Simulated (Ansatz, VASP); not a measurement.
Two plane-wave programs on BaTiO3

The input POSCAR:

```
BaTiO3
1.0
    3.9940965204      0.0000000000      0.0000000000
    0.0000000000      3.9940965204      0.0000000000
    0.0000000000      0.0000000000      3.9940965204
Ba Ti O
1 1 3
Direct
    0.0000000000      0.0000000000      0.0000000000
    0.5000000000      0.5000000000      0.5000000000
    0.5000000000      0.5000000000      0.0000000000
    0.5000000000      0.0000000000      0.5000000000
    0.0000000000      0.5000000000      0.5000000000
```

The input INCAR.step1:

```
SYSTEM = BaTiO3
PREC     = Accurate       ! precision mode
ENCUT    = 520            ! plane-wave cutoff, eV
EDIFF    = 1E-5           ! SCF threshold, eV
ISMEAR   = 0              ! smearing method
SIGMA    = 0.01           ! smearing width, eV
LREAL    = .FALSE.        ! projectors in reciprocal space
LASPH    = .TRUE.         ! aspherical terms in the spheres
NELM     = 80             ! most SCF steps
ALGO     = Normal         ! electronic algorithm
ISIF     = 2              ! what is computed and relaxed
LWAVE    = .TRUE.         ! write WAVECAR
NBANDS   = 28             ! bands
GGA      = PE             ! functional
```

Contents of INCAR.step2:

```
SYSTEM = BaTiO3
PREC     = Accurate       ! precision mode
ENCUT    = 520            ! plane-wave cutoff, eV
EDIFF    = 1E-6           ! SCF threshold, eV
ISMEAR   = 0              ! smearing method
SIGMA    = 0.01           ! smearing width, eV
LREAL    = .FALSE.        ! projectors in reciprocal space
LASPH    = .TRUE.         ! aspherical terms in the spheres
NELM     = 80             ! most SCF steps
ALGO     = Normal         ! electronic algorithm
ISIF     = 2              ! what is computed and relaxed
LWAVE    = .FALSE.        ! write WAVECAR
LCHARG   = .TRUE.         ! write CHGCAR
GGA      = PE             ! functional
LHFCALC  = .TRUE.         ! exact exchange
HFSCREEN = 0.2079         ! screening, 1/A
PRECFOCK = Fast         
LELF     = .TRUE.         ! ELF
LVHAR    = .TRUE.       
NBANDS   = 28             ! bands
ISTART   = 1
```

Contents of KPOINTS:

```
Automatic mesh
0
G
  4 4 4
  0 0 0
```

Input for Ansatz:

```yaml
crystal:
  lattice:
    - [3.9940965204, 0.0, 0.0]
    - [0.0, 3.9940965204, 0.0]
    - [0.0, 0.0, 3.9940965204]
  atoms:
    - { symbol: Ba, position: [0.0, 0.0, 0.0] }
    - { symbol: Ti, position: [0.5, 0.5, 0.5] }
    - { symbol: O, position: [0.5, 0.5, 0.0] }
    - { symbol: O, position: [0.5, 0.0, 0.5] }
    - { symbol: O, position: [0.0, 0.5, 0.5] }
kpoints:
  mp_grid: { grid: [4, 4, 4] }
  band_path:
    path: [[0.0, 0.0, 0.0], [0.0, 0.5, 0.0], [0.5, 0.5, 0.0], [0.5, 0.5, 0.5]]
    npoints: 1
hamiltonian:
  xc: hse06
scf:
  occupations: { method: fixed }
  n_extra_bands: 5
output:
  forces: true
  stress: true
  eigenvalues: true
```

Alike in both runs: task single point; functional HSE06; k mesh 4 × 4 × 4; no spin polarisation.

|  | VASP | Ansatz |
| --- | --- | --- |
| version | VASP 6.6.1 | Ansatz 0.2.0 |
| potentials or method | VASP PAW PBE potentials, release 64 (Ba_sv, Ti_sv, O) | plane waves, PAW |
| plane-wave cutoff (eV) | 520 | 420 |
| occupations | gaussian, width 0.01 eV | fixed |
| valence electrons in the cell | 40 | 40 |

|  | VASP | Ansatz | Ansatz less VASP |
| --- | --- | --- | --- |
| gap on the k mesh at the Fermi level (eV) | 3.14 | 3.21 | +0.065 |
| pressure (GPa) | -0.6 | -2.3 | -1.73 |

Ansatz's warnings: stress exchange threshold loose, stress scf threshold loose.

Spin-orbit coupling is off throughout.
